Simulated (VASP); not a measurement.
# Mo: single point with PBE

The system is Mo.

```
CELL_PARAMETERS angstrom
0.00000 0.00000 -4.90827
5.50748 0.00000 0.00000
-2.75374 -4.76961 0.00000
ATOMIC_POSITIONS crystal
Mo 0.75000 0.83333 0.16667
Mo 0.75000 0.33333 0.16667
Mo 0.75000 0.83333 0.66667
Mo 0.75000 0.33333 0.66667
Mo 0.25000 0.16667 0.33333
Mo 0.25000 0.66667 0.33333
Mo 0.25000 0.16667 0.83333
Mo 0.25000 0.66667 0.83333
```

This isn't the form of Mo at room conditions, which is bcc.

| Item | Value |
| --- | --- |
| Program | VASP 6.6.1 |
| Task | single point |
| Functional | PBE |
| Potentials or basis | VASP PAW PBE potentials, release 64 (Mo_sv) |
| Cutoff | 520 eV |
| k mesh | 8 × 6 × 6 |
| Occupations | gaussian, width 0.1 eV |
| Spin | no spin polarisation |

- Pressure: 0.5 GPa
- Band gap on the k mesh: zero (bands 56 and 57 overlap by 1.55 eV)

Stress tensor (GPa, compression positive):
```
0.51 0.00 0.00
0.00 0.51 0.00
0.00 0.00 0.39
```

Levels at points of the mesh, in eV from the Fermi level:
| k point | band 52 | band 53 | band 54 | band 55 | band 56 | band 57 | band 58 | band 59 | band 60 | band 61 |
| --- | --- | --- | --- | --- | --- | --- | --- | --- | --- | --- |
| (0.00, 0.00, 0.00) | -0.35 | -0.32 | -0.32 | -0.32 | -0.19 | -0.19 | -0.19 | -0.15 | -0.15 | 0.58 |
| (0.50, 0.00, 0.00) | -0.60 | 1.26 | 1.26 | 1.26 | 1.26 | 1.26 | 1.26 | 1.79 | 1.79 | 1.79 |
| (0.00, 0.50, 0.00) | -1.37 | -0.60 | -0.60 | -0.32 | -0.32 | -0.09 | -0.09 | 0.40 | 0.40 | 0.58 |
| (0.50, 0.50, 0.00) | -1.13 | -0.83 | -0.83 | -0.83 | -0.83 | 0.40 | 0.40 | 0.40 | 0.40 | 0.98 |

It took 4.1 min on 1 thread of AMD EPYC 9R45 96-Core Processor (Zen 5), with other jobs on the host, peak memory 0.33 GiB.
